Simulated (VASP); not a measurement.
Write the native input for VASP 6.6.1 that does the following.

- Task: single point
- Functional: PBE
- Potentials or basis: VASP PAW PBE potentials, release 64 (Li_sv, Br)
- Cutoff: 750 eV
- k mesh: 6 × 6 × 6
- Occupations: fermi-dirac, width 0.1 eV
- Spin: no spin polarisation
- Dipole correction: no
- Further INCAR settings: ALGO = Normal; EDIFF = 1e-06; NBANDS = 12

The structure of LiBr lies in POSCAR:

```
LiBr
1.0
    0.0000000000      2.8221272026      2.8221272026
    2.8221272026      0.0000000000      2.8221272026
    2.8221272026      2.8221272026      0.0000000000
Li Br
1 1
Direct
    0.0000000000      0.0000000000      0.0000000000
    0.5000000000      0.5000000000      0.5000000000
```

These files were run (other wordings do the same):

INCAR

```
ALGO = Normal
EDIFF = 1E-6
ENCUT = 750
GGA = PE
GGA_COMPAT = False
ISIF = 2
ISMEAR = -1
LASPH = True
LCHARG = False
LREAL = False
LWAVE = False
NBANDS = 12
NELM = 120
PREC = Accurate
SIGMA = 0.1
```

KPOINTS

```
k-points
0
Gamma
  6 6 6
```

Potentials or basis: VASP PAW PBE potentials, release 64 (Li_sv, Br).

The run is started by

```bash
$ cat potpaw_PBE.64/Li_sv/POTCAR potpaw_PBE.64/Br/POTCAR > POTCAR
$ mpirun -np 1 vasp_std > vasp.out
```

Results of the run:

- Pressure: -1.6 GPa
- Band gap on the k mesh: 4.63 eV, direct

Run time: 6.1 s on 1 thread of Intel(R) Xeon(R) 6975P-C (Granite Rapids), on a shared host, peak memory 0.2 GiB.
